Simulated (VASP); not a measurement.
Crystal: MgCd3S4.

```
Mg Cd S
1.0
    -2.84091    2.84091    5.68183
     2.84091   -2.84091    5.68183
     2.84091    2.84091   -5.68183
Mg Cd S
1 3 4
Direct
  0.50000 0.50000 0.00000
  0.00000 0.00000 0.00000
  0.75000 0.25000 0.50000
  0.25000 0.75000 0.50000
  0.75000 0.75000 0.00000
  0.50000 0.00000 0.50000
  0.25000 0.25000 0.00000
  0.00000 0.50000 0.50000
```

```yaml
Program: VASP 6.6.1
Task: relaxation of cell and atoms
Functional: PBE
Potentials_or_basis: VASP PAW PBE potentials, release 64 (Mg, Cd, S)
Cutoff: 600 eV
k_mesh: 4 × 4 × 4
Occupations: gaussian, width 0.1 eV
Spin: no spin polarisation
```

At the start: pressure -6.9 GPa; volume 22.93 Å³/atom.

Q: How do energy, volume and symmetry change on relaxing?

A: Over 8 steps the energy falls by 70.1 meV/atom and the volume is 20.20 Å³/atom (-11.9 %); space group I4/mmm (No. 139, to 0.1 Å) before and after.

The path:
```
step  energy change (eV)  largest force (eV/Å)  pressure (GPa)  volume (Å³)
   1              0.0000                0.2426           -6.88       183.43
   2             -0.5170                0.3612            1.54       158.50
   3             -0.5310                0.3436            0.08       161.55
   4             -0.5309                0.3412           -0.11       161.97
   5             -0.5407                0.2797           -0.11       161.90
   6             -0.5587                0.0940           -0.07       161.69
   7             -0.5396                0.3066            0.20       161.26
   8             -0.5609                0.0044           -0.03       161.59
```

Final structure:
```cif
data_structure
_symmetry_space_group_name_H-M 'P 1'
_symmetry_Int_Tables_number 1
_cell_length_a 6.6744
_cell_length_b 6.6744
_cell_length_c 6.6744
_cell_angle_alpha 131.865
_cell_angle_beta 131.865
_cell_angle_gamma 70.442
_cell_volume 161.59
loop_
_atom_site_label
_atom_site_type_symbol
_atom_site_fract_x
_atom_site_fract_y
_atom_site_fract_z
_atom_site_occupancy
Mg1 Mg 0.50000 0.50000 0.00000 1
Cd1 Cd 0.00000 0.00000 0.00000 1
Cd2 Cd 0.75000 0.25000 0.50000 1
Cd3 Cd 0.25000 0.75000 0.50000 1
S1 S 0.74124 0.74124 0.00000 1
S2 S 0.50000 0.00000 0.50000 1
S3 S 0.25876 0.25876 0.00000 1
S4 S 0.00000 0.50000 0.50000 1
```
